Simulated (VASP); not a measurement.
# Hf2S: single point with LDA

Crystal: Hf2S.

```
Hf S
1.0
     3.14103    0.00000    0.00000
    -1.57051    2.72021    0.00000
     0.00000    0.00000   11.30740
Hf S
4 2
Direct
  0.66667 0.33333 0.89998
  0.33333 0.66667 0.39998
  0.66667 0.33333 0.60002
  0.33333 0.66667 0.10002
  0.00000 0.00000 0.75000
  0.00000 0.00000 0.25000
```

* Program: VASP 6.6.1
* Task: single point
* Functional: LDA
* Potentials or basis: VASP PAW LDA potentials, release 64 (Hf_pv, S)
* Cutoff: 520 eV
* k mesh: 12 × 12 × 4
* Occupations: fermi-dirac, width 0.15 eV
* Spin: no spin polarisation
* Dipole correction: no
* Further INCAR settings: ALGO = Normal; EDIFF = 1e-07; NBANDS = 35

- Pressure: 25.4 GPa
- Largest force: 0.030 eV/Å
- Band gap on the k mesh: zero (band 26 reaches 8.36 eV, above the bottom of band 27 at 7.40 eV)

Forces on the atoms (eV/Å):
```
Hf   0.000  0.000 -0.030
Hf   0.000  0.000 -0.030
Hf   0.000  0.000  0.030
Hf   0.000  0.000  0.030
S    0.000  0.000  0.000
S    0.000  0.000  0.000
```

Stress tensor (GPa, compression positive):
```
25.33  0.00  0.00
 0.00 25.33  0.00
 0.00  0.00 25.68
```

Levels at points of the mesh, in eV from the Fermi level:
```tsv
k point	band 24	band 25	band 26	band 27	band 28	band 29
(0.00, 0.00, 0.00)	-0.26	0.01	0.63	0.63	0.69	0.69
(0.50, 0.00, 0.00)	-1.43	-0.93	-0.42	-0.33	1.04	1.15
(0.00, 0.00, 0.50)	-1.00	0.54	0.54	0.54	0.54	1.49
(0.50, 0.00, 0.50)	-1.92	-0.46	-0.46	0.43	0.43	1.78
```

Run time: 2.7 min on 1 thread of Intel Xeon 6975P-C, on a shared host, peak memory 0.28 GiB.

Caveat: spin-orbit coupling is left out, which moves the levels of the heavy elements.
